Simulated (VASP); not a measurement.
Set up this calculation in VASP 6.6.1, as the native input.

```
Task                   : single point
Functional             : LDA
Potentials or basis    : VASP PAW LDA potentials, release 64 (Si, O)
Cutoff                 : 520 eV
k mesh                 : 6 × 6 × 4
Occupations            : gaussian, width 0.02 eV
Spin                   : no spin polarisation
Dipole correction      : no
Further INCAR settings : LREAL = Auto; ALGO = Normal; EDIFF = 1e-07; NBANDS = 63
```

The structure of SiO2 lies in POSCAR:

```
SiO2
1.0
    7.1312765568      0.0000000000      0.0000000000
   -3.5656382784      6.1758666596      0.0000000000
    0.0000000000      0.0000000000      6.6238228246
Si O
6 12
Direct
    0.5391765651      0.7695882826      0.4166666667
    0.4608234349      0.2304117174      0.9166666667
    0.2304117174      0.4608234349      0.7500000000
    0.7695882826      0.2304117174      0.5833333333
    0.7695882826      0.5391765651      0.2500000000
    0.2304117174      0.7695882826      0.0833333333
    0.6074741742      0.3925258258      0.0833333333
    0.0000000000      0.6963860208      0.1666666667
    0.7850516516      0.3925258258      0.4166666667
    0.6963860208      0.6963860208      0.3333333333
    0.3036139792      0.3036139792      0.8333333333
    0.6074741742      0.2149483484      0.7500000000
    0.2149483484      0.6074741742      0.9166666667
    0.3036139792      0.0000000000      0.0000000000
    0.0000000000      0.3036139792      0.6666666667
    0.3925258258      0.7850516516      0.2500000000
    0.3925258258      0.6074741742      0.5833333333
    0.6963860208      0.0000000000      0.5000000000
```

The input as run:

INCAR

```
SYSTEM = SiO2
PREC = Accurate
ENCUT = 520
EDIFF = 1E-7
ISMEAR = 0
SIGMA = 0.02
LREAL = Auto
LASPH = .TRUE.
NELM = 80
ALGO = Normal
ISIF = 2
LWAVE = .FALSE.
LCHARG = .FALSE.
GGA = CA
NBANDS = 63
```

KPOINTS

```
Automatic mesh
0
G
  6 6 4
  0 0 0
```

Potentials or basis: VASP PAW LDA potentials, release 64 (Si, O).

Run with:

```bash
$ cat potpaw_LDA.64/Si/POTCAR potpaw_LDA.64/O/POTCAR > POTCAR
$ mpirun -np 1 vasp_std > vasp.out
```

Results of the run:

| Property | Result |
| --- | --- |
| Pressure | 14.3 GPa |
| Largest force | 0.032 eV/Å |
| Band gap on the k mesh | 5.66 eV (least direct gap 5.80 eV) |

Caveat: the cell stands under pressure.

Run time: 9 min on 1 thread of Intel(R) Xeon(R) Platinum 8488C (Sapphire Rapids), with other jobs on the host, peak memory 0.41 GiB.
